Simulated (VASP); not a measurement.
A run of VASP 6.6.1:

POSCAR

```
MgB2
1.0
    3.0621495076      0.0000000000      0.0000000000
   -1.5310747538      2.6518992638      0.0000000000
    0.0000000000      0.0000000000      3.4522101169
Mg B
1 2
Direct
    0.0000000000      0.0000000000      0.0000000000
    0.3333333333      0.6666666667      0.5000000000
    0.6666666667      0.3333333333      0.5000000000
```

File INCAR.step1:

```
ALGO = Normal
EDIFF = 1E-5
ENCUT = 920
GGA = PE
GGA_COMPAT = False
ISMEAR = 0
LASPH = True
LCHARG = False
LREAL = False
LWAVE = True
NBANDS = 15
NELM = 120
PREC = Accurate
SIGMA = 0.05
```

Contents of INCAR.step2:

```
ALGO = Normal
EDIFF = 1E-6
ENCUT = 920
GGA_COMPAT = False
ISIF = 2
ISMEAR = 0
ISTART = 1
LASPH = True
LCHARG = False
LMIXTAU = True
LREAL = False
LWAVE = False
METAGGA = R2SCAN
NBANDS = 15
NELM = 120
PREC = Accurate
SIGMA = 0.05
```

Contents of KPOINTS:

```
k-points
0
Gamma
  8 8 6
```

Potentials or basis: VASP PAW PBE potentials, release 64 (Mg_sv, B).

Launch:

```console
$ cat potpaw_PBE.64/Mg_sv/POTCAR potpaw_PBE.64/B/POTCAR > POTCAR
$ cp INCAR.step1 INCAR
$ mpirun -np 1 vasp_std > vasp.out
$ cp INCAR.step2 INCAR
$ mpirun -np 1 vasp_std > vasp.out
```

Hardware: 1 thread of Intel(R) Xeon(R) Platinum 8375C CPU @ 2.90GHz (Ice Lake), with other jobs on the host.

Problem. Estimate the wall time of this run.

Solution. Wall time 100 s on 1 thread of Intel(R) Xeon(R) Platinum 8375C CPU @ 2.90GHz (Ice Lake) (shared host), peak memory 0.19 GiB. Counts: k points 40.
